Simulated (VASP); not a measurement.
# Cu3Pt (Pm-3m) in VASP: electric field gradients with LDA

Aim: the electric field gradients of Cu3Pt with LDA.

All numbers are computed with VASP 6.6.1; they aren't measurements. Logs are shortened: lines on timing, memory, paths and dates and some standing lists are left out, and cuts for length are marked.

### 1 The cell of the first run

The structure is cubic, space group Pm-3m (No. 221). The conventional cell has a = 3.710 Å, b = 3.710 Å, c = 3.710 Å, α = 90.00°, β = 90.00°, γ = 90.00°. Within 3.5 Å of Cu (site symmetry 4/mmm) lie 8 Cu at 2.62 Å and 4 Pt at 2.62 Å. Within 3.5 Å of Pt (site symmetry m-3m) lie 12 Cu at 2.62 Å.

### 2 Electric field gradients, LDA

Input file INCAR:

```
PREC     = Accurate       # precision mode
ENCUT    = 520            # plane-wave cutoff, eV
EDIFF    = 1E-8           # SCF threshold, eV
ISMEAR   = -1             # smearing method
SIGMA    = 0.05           # smearing width, eV
LREAL    = F              # projectors in reciprocal space
LASPH    = T              # aspherical terms in the spheres
NELM     = 80             # most SCF steps
ALGO     = Normal         # electronic algorithm
ISIF     = 2              # what is computed and relaxed
LWAVE    = F              # write WAVECAR
LCHARG   = F              # write CHGCAR
GGA      = CA             # functional
LEFG     = T            
NBANDS   = 30             # bands
```

Input file KPOINTS:

```
regular mesh
0
Gamma
  9 9 9
```

Input file POSCAR:

```
Cu3Pt
1.0
    3.7100000000      0.0000000000      0.0000000000
    0.0000000000      3.7100000000      0.0000000000
    0.0000000000      0.0000000000      3.7100000000
Cu Pt
3 1
Direct
    0.0000000000      0.5000000000      0.5000000000
    0.5000000000      0.0000000000      0.5000000000
    0.5000000000      0.5000000000      0.0000000000
    0.0000000000      0.0000000000      0.0000000000
```

Potentials or basis: VASP PAW LDA potentials, release 64 (Cu, Pt).

Launch:

```console
cat potpaw_LDA.64/Cu/POTCAR potpaw_LDA.64/Pt/POTCAR > POTCAR
mpirun -np 1 vasp_std > vasp.out
```

OUTCAR:

```text
PREC = Accurate
   ENCUT = 520
   EDIFF = 1E-8
   ISMEAR = -1
   LREAL = F
   LASPH = T
   NELM = 80
   ISIF = 2
   GGA = CA

 ion  position               nearest neighbor table
   1  0.000  0.500  0.500-   2 2.62   3 2.62   4 2.62   3 2.62   4 2.62   2 2.62   4 2.62   4 2.62
                             2 2.62   3 2.62   3 2.62   2 2.62
   2  0.500  0.000  0.500-   1 2.62   3 2.62   4 2.62   3 2.62   4 2.62   1 2.62   3 2.62   3 2.62
                             1 2.62   4 2.62   4 2.62   1 2.62
   3  0.500  0.500  0.000-   1 2.62   2 2.62   4 2.62   1 2.62   2 2.62   2 2.62   4 2.62   2 2.62
                             1 2.62   4 2.62   1 2.62   4 2.62
   4  0.000  0.000  0.000-   1 2.62   2 2.62   3 2.62   1 2.62   2 2.62   1 2.62   3 2.62   1 2.62
                             2 2.62   3 2.62   2 2.62   3 2.62

  LATTYP: Found a simple cubic cell.
 ALAT       =     3.7100000000

  Lattice vectors:

 A1 = (   3.7100000000,   0.0000000000,   0.0000000000)
 A2 = (   0.0000000000,   3.7100000000,   0.0000000000)
 A3 = (   0.0000000000,   0.0000000000,   3.7100000000)

Analysis of symmetry for initial positions (statically):
=====================================================================
 Subroutine PRICEL returns:
 Original cell was already a primitive cell.

 Routine SETGRP: Setting up the symmetry group for a
 simple cubic supercell.

 Subroutine GETGRP returns: Found 48 space group operations
 (whereof 48 operations were pure point group operations)
 out of a pool of 48 trial point group operations.

The static configuration has the point symmetry O_h .

Analysis of symmetry for dynamics (positions and initial velocities):
=====================================================================
 Subroutine PRICEL returns:
 Original cell was already a primitive cell.

 Routine SETGRP: Setting up the symmetry group for a
 simple cubic supercell.

 Subroutine GETGRP returns: Found 48 space group operations
 (whereof 48 operations were pure point group operations)
 out of a pool of 48 trial point group operations.

The dynamic configuration has the point symmetry O_h .

 Subroutine INISYM returns: Found 48 space group operations
 (whereof 48 operations are pure point group operations),
 and found     1 'primitive' translations

----------------------------------------------------------------------------------------

                                     Primitive cell

  volume of cell :      51.0648

  direct lattice vectors                    reciprocal lattice vectors
     3.710000000  0.000000000  0.000000000     0.269541779  0.000000000  0.000000000
     0.000000000  3.710000000  0.000000000     0.000000000  0.269541779  0.000000000
     0.000000000  0.000000000  3.710000000     0.000000000  0.000000000  0.269541779

  length of vectors
     3.710000000  3.710000000  3.710000000     0.269541779  0.269541779  0.269541779

  position of ions in fractional coordinates (direct lattice)
     0.000000000  0.500000000  0.500000000
     0.500000000  0.000000000  0.500000000
     0.500000000  0.500000000  0.000000000
     0.000000000  0.000000000  0.000000000

  ion indices of the primitive-cell ions
   primitive index   ion index
                 1           1
                 2           2
                 3           3
                 4           4

----------------------------------------------------------------------------------------

 KPOINTS: regular mesh

Automatic generation of k-mesh.
 Grid dimensions read from file:
 generate k-points for:    9    9    9

[... 22 lines left out ...]
  0.222222  0.000000  0.000000      6.000000
  0.333333  0.000000  0.000000      6.000000
  0.444444  0.000000  0.000000      6.000000
  0.111111  0.111111  0.000000     12.000000
[... 16 lines left out ...]
  0.333333  0.333333  0.111111     24.000000
  0.444444  0.333333  0.111111     48.000000
 [... further k-points ...]
   k-points           NKPTS =     35   k-points in BZ     NKDIM =     35   number of bands    NBANDS=     30
   number of dos      NEDOS =    301   number of ions     NIONS =      4
   total plane-waves  NPLWV =  21952
   dimension x,y,z NGX =    28 NGY =   28 NGZ =   28
   dimension x,y,z NGXF=    56 NGYF=   56 NGZF=   56
   ions per type =               3   1
   NGX,Y,Z   is equivalent  to a cutoff of  12.55, 12.55, 12.55 a.u.
   NGXF,Y,Z  is equivalent  to a cutoff of  25.09, 25.09, 25.09 a.u.
 SYSTEM =  unknown system
   PREC   = accura    normal or accurate (medium, high low for compatibility)
   ISTART =      0    job   : 0-new  1-cont  2-samecut
   ICHARG =      2    charge: 1-file 2-atom 10-const
   ISPIN  =      1    spin polarized calculation?
   LNONCOLLINEAR =      F non collinear calculations
   LSORBIT =      F    spin-orbit coupling
   LASPH  =      T    aspherical Exc in radial PAW
   ENCUT  =  520.0 eV  38.22 Ry    6.18 a.u.   6.90  6.90  6.90*2*pi/ulx,y,z
   NELM   =     80;   NELMIN=  2; NELMDL= -5     # of ELM steps
   EDIFF  = 0.1E-07   stopping-criterion for ELM
   LREAL  =      F    real-space projection
   EDIFFG = 0.1E-06   stopping-criterion for IOM
   NSW    =      0    number of steps for IOM
   IBRION =     -1    ionic relax: 0-MD 1-quasi-New 2-CG
   NFREE  =      0    steps in history (QN), initial steepest desc. (CG)
   ISIF   =      2    stress and relaxation
   ISYM   =      2    0-nonsym 1-usesym 2-fastsym
   POTIM  = 0.5000    time-step for ionic-motion
   TEBEG  =    0.0;   TEEND  =   0.0 temperature during run
   PSTRESS=    0.0 pullay stress
   NELECT =      43.0000    total number of electrons
   NUPDOWN=      -1.0000    fix difference up-down
   EMIN   =  10.00;   EMAX   =-10.00  energy-range for DOS
   EFERMI =   0.00;   METHOD = LEGACY
   ISMEAR =    -1;   SIGMA  =   0.05  broadening in eV -4-tet -1-fermi 0-gaus
   EFERMI_NEDOS =   21; number of points for ismear=-14 and -15
   IALGO  =     38    algorithm
   IMIX   =      4    mixing-type and parameters
     AMIX     =   0.40;   BMIX     =  1.00
     AMIX_MAG =   1.60;   BMIX_MAG =  1.00
  volume/ion in A,a.u.               =      12.77        86.15
  Fermi-wavevector in a.u.,A,eV,Ry     =   1.545932  2.921388 32.516645  2.389906
  Thomas-Fermi vector in A             =   2.651240
   LORBIT       =      0    0 simple, 1 ext, 2 COOP (PROOUT), +10 PAW based schemes
   GGA     = CA    functional components
   LHFCALC =     F    Hartree Fock is set to
   AEXX    =    0.0000 exact exchange contribution
   IVDW    =     0    specifies the selected vdW correction
   LEPSILON=     F    determine dielectric tensor
   LRPA    =     F    only Hartree local field effects (RPA)
 non-spin polarized calculation
  energy-cutoff  :      520.00
  volume of cell :       51.06
 maximum number of plane-waves:      1390
 NGX is ok and might be reduce to    28
   NGX = 13   NGY = 13   NGZ = 13

 number of electron      43.0000101 magnetization

 Free energy of the ion-electron system (eV)
  ---------------------------------------------------
  ext. energy  EPLUGINS =         0.00000000
  ---------------------------------------------------
  free energy    TOTEN  =       -22.03684731 eV

  energy without entropy =      -22.02266140  energy(sigma->0) =      -22.02975435

 E-fermi :   7.9702     XC(G=0): -13.2003

 val. band max:        7.9636388429   @ k =   0.4444   0.4444   0.1111
 cond. band min:       8.0077602055   @ k =   0.3333   0.2222   0.0000
 fundamental gap:      0.0441213626
 Fermi energy:         7.9702154938

 k-point     1 :       0.0000    0.0000    0.0000
  band No.  band energies     occupation
      1      -1.2111      2.00000
      2       2.5638      2.00000
      3       2.5638      2.00000
      4       3.4021      2.00000
      5       3.4021      2.00000
      6       3.4021      2.00000
[... 781 lines left out ...]
     29      19.9803      0.00000
     30      20.6731      0.00000

 [... further k-points ...]
[... 5 lines left out ...]
  --------------------------------------------------------------------------------------
  -------------------------------------------------------------------------------------
  Total       -3.5987180     -3.5987180     -3.5987180     -0.0000000      0.0000000     -0.0000000
  in kB     -112.9111090   -112.9111090   -112.9111090     -0.0000000      0.0000000     -0.0000000
  external PRESSURE =    -112.9111090 kB  Pullay stress =       0.0000000 kB

 VOLUME and BASIS-vectors are now :
 -----------------------------------------------------------------------------
  energy-cutoff  :      520.00
  volume of cell :       51.06
      direct lattice vectors                 reciprocal lattice vectors
     3.710000000  0.000000000  0.000000000     0.269541779  0.000000000  0.000000000
     0.000000000  3.710000000  0.000000000     0.000000000  0.269541779  0.000000000
     0.000000000  0.000000000  3.710000000     0.000000000  0.000000000  0.269541779

 POSITION                                       TOTAL-FORCE (eV/Angst)
 -----------------------------------------------------------------------------------
      0.00000      1.85500      1.85500         0.000000      0.000000      0.000000
      1.85500      0.00000      1.85500         0.000000      0.000000      0.000000
      1.85500      1.85500      0.00000         0.000000      0.000000      0.000000
      0.00000      0.00000      0.00000         0.000000      0.000000      0.000000
 -----------------------------------------------------------------------------------
    total drift:                                0.000000      0.000000      0.000000

  FREE ENERGIE OF THE ION-ELECTRON SYSTEM (eV)
  ---------------------------------------------------
  free  energy   TOTEN  =       -22.0368473060 eV

  energy  without entropy=      -22.0226614007  energy(sigma->0) =      -22.02975435

 Electric field gradients (V/A^2)
---------------------------------------------------------------------
 ion       V_xx      V_yy      V_zz      V_xy      V_xz      V_yz
---------------------------------------------------------------------
   1      28.270   -14.135   -14.135     0.000    -0.000     0.000
   2     -14.135    28.270   -14.135     0.000    -0.000    -0.000
   3     -14.135   -14.135    28.270    -0.000    -0.000    -0.000
   4      -0.000     0.000    -0.000    -0.000    -0.000    -0.000
---------------------------------------------------------------------

 Electric field gradients after diagonalization (V/A^2)
 (convention: |V_zz| > |V_xx| > |V_yy|)
----------------------------------------------------------------------
 ion       V_xx      V_yy      V_zz     asymmetry (V_yy - V_xx)/ V_zz
----------------------------------------------------------------------
   1     -14.135   -14.135    28.270       0.000
   2     -14.135   -14.135    28.270       0.000
   3     -14.135   -14.135    28.270       0.000
   4      -0.000    -0.000     0.000       0.477
----------------------------------------------------------------------

           NMR quadrupolar parameters

 Cq : quadrupolar parameter    Cq=e*Q*V_zz/h
 eta: asymmetry parameters     (V_yy - V_xx)/ V_zz
 Q  : nuclear electric quadrupole moment in mb (millibarn)
----------------------------------------------------------------------
 ion       Cq(MHz)       eta       Q (mb)
----------------------------------------------------------------------
   1       0.068       0.000       1.000
   2       0.068       0.000       1.000
   3       0.068       0.000       1.000
   4       0.000       0.477       1.000
----------------------------------------------------------------------
```

Wall time 67 s (1 thread of Intel Xeon 8259CL, shared host); peak memory 0.18 GiB.

Results:

- Free energy: -22.0368 eV
- Pressure: -11.3 GPa
- Band gap on the k mesh: zero (an odd number of electrons rules out a gap without spin polarisation)
- Largest electric field gradient by atom: Cu +28.3; Pt -0.0 V/Å²

Electric field gradients, principal values (V/Å²):
```tsv
atom	least	middle	greatest (by size)
1 Cu	-14.135	-14.135	28.270
2 Cu	-14.135	-14.135	28.270
3 Cu	-14.135	-14.135	28.270
4 Pt	0.000	0.000	0.000
```

Caveat: the cell stands under tension; without QUAD_EFG the Cq values of the log hold for a quadrupole moment of 1 mb, not for the nuclei; spin-orbit coupling is left out, which moves the levels of the heavy elements.

The gap in the log of VASP goes by the Fermi energy; the results here count the filled bands.